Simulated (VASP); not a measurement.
Wanted: the native input for a VASP 6.6.1 run.

```yaml
Task: single point
Functional: PBE
Dispersion: D3(BJ)
Potentials_or_basis: VASP PAW PBE potentials, release 64 (C)
Cutoff: 520 eV
k_mesh: 15 × 15 × 15
Occupations: gaussian, width 0.05 eV
Spin: no spin polarisation
Dipole_correction: no
Further_INCAR_settings: ALGO = Normal; EDIFF = 1e-06; NBANDS = 11
```

The structure of C lies in POSCAR:

```
C
1.0
    1.2324809262      0.7115731945      3.3609366220
   -1.2324809262      0.7115731945      3.3609366220
    0.0000000000     -1.4231463891      3.3609366220
C
2
Direct
    0.1735775445      0.1735775445      0.1314174403
    0.8264224555      0.8264224555      0.8685825597
```

This cell differs from its parent crystal: atoms displaced along several vibrational modes.

These files were run (other wordings do the same):

INCAR

```
ALGO = Normal
EDIFF = 1E-6
ENCUT = 520
GGA = PE
ISIF = 2
ISMEAR = 0
IVDW = 12
LASPH = T
LCHARG = T
LELF = T
LREAL = F
LVHAR = T
LWAVE = F
NBANDS = 11
NELM = 80
PREC = Accurate
SIGMA = 0.05
```

KPOINTS

```
k-points
0
Gamma
  15 15 15
```

Potentials or basis: VASP PAW PBE potentials, release 64 (C).

Launch:

```sh
$ cat potpaw_PBE.64/C/POTCAR > POTCAR
$ mpirun -np 1 vasp_std > vasp.out
```

It gave:

| Quantity | Value |
| --- | --- |
| Pressure | 4.6 GPa |
| Largest force | 5.697 eV/Å |
| Dispersion energy per atom | -0.156 eV |

Caveat: the cell differs from its parent crystal (atoms displaced along several vibrational modes); the stress differs along the axes, from -3 to 19 GPa; forces of over 1 eV/Å act on the atoms, so gaps and moduli don't describe the material at rest.

Run time: 5.6 min on 1 thread of Intel Xeon 8259CL, on a shared host, peak memory 0.28 GiB.
